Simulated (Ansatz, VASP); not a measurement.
## One calculation of AlN, two programs

Contents of INCAR:

```
PREC = Accurate ; ENCUT = 520
EDIFF = 1E-7 ; ISMEAR = -1
SIGMA = 0.02 ; LREAL = F
LASPH = T ; NELM = 100
ALGO = Normal ; ISIF = 2
LWAVE = F ; LCHARG = F
GGA = PE ; NBANDS = 11
```

Contents of KPOINTS:

```
regular mesh
0
Gamma
  10 10 10
```

The input POSCAR:

```
AlN
1.0
    0.0000000000      2.0188684521      2.0794345057
    2.0188684521      0.0000000000      2.0794345057
    2.0188684521      2.0188684521      0.0000000000
Al N
1 1
Direct
    0.0000000000      0.0000000000      0.0000000000
    0.5000000000      0.5000000000      0.5000000000
```

Input for Ansatz:

```yaml
crystal:
  lattice:
    - [0.0, 2.0188684521, 2.0794345057]
    - [2.0188684521, 0.0, 2.0794345057]
    - [2.0188684521, 2.0188684521, 0.0]
  atoms:
    - { symbol: Al, position: [0.0, 0.0, 0.0] }
    - { symbol: "N", position: [0.5, 0.5, 0.5] }
kpoints:
  mp_grid: { grid: [10, 10, 10] }
  band_path:
    path:
      - [0.0, 0.0, 0.0]
      - [0.5, 0.0, 0.5]
      - [0.625, 0.25, 0.625]
      - [0.375, 0.375, 0.75]
      - [0.5, 0.5, 0.5]
      - [0.5, 0.25, 0.75]
      - [0.0, 0.5, 0.5]
    npoints: 1
hamiltonian:
  xc: pbe
scf:
  occupations: { method: fermi_dirac, width: 0.02 }
  n_extra_bands: 4
output:
  forces: true
  stress: true
  eigenvalues: true
```

Change from the starting cell: uniaxial_z strain +3.0%.

Alike in both runs: task single point; functional PBE; k mesh 10 × 10 × 10; occupations fermi-dirac, width 0.02 eV; no spin polarisation.

|  | VASP | Ansatz |
| --- | --- | --- |
| version | VASP 6.6.1 | Ansatz 0.2.0 |
| potentials or method | VASP PAW PBE potentials, release 64 (Al, N) | plane waves, PAW |
| plane-wave cutoff (eV) | 520 | 420 |
| valence electrons in the cell | 8 | 8 |

```csv
,VASP,Ansatz,Ansatz less VASP
gap on the k mesh at the Fermi level (eV),4.15,4.17,+0.023
pressure (GPa),-1.2,-0.9,+0.26
"traceless stress, the component that is largest in VASP (GPa)",-4.62,-4.65,-0.027
```
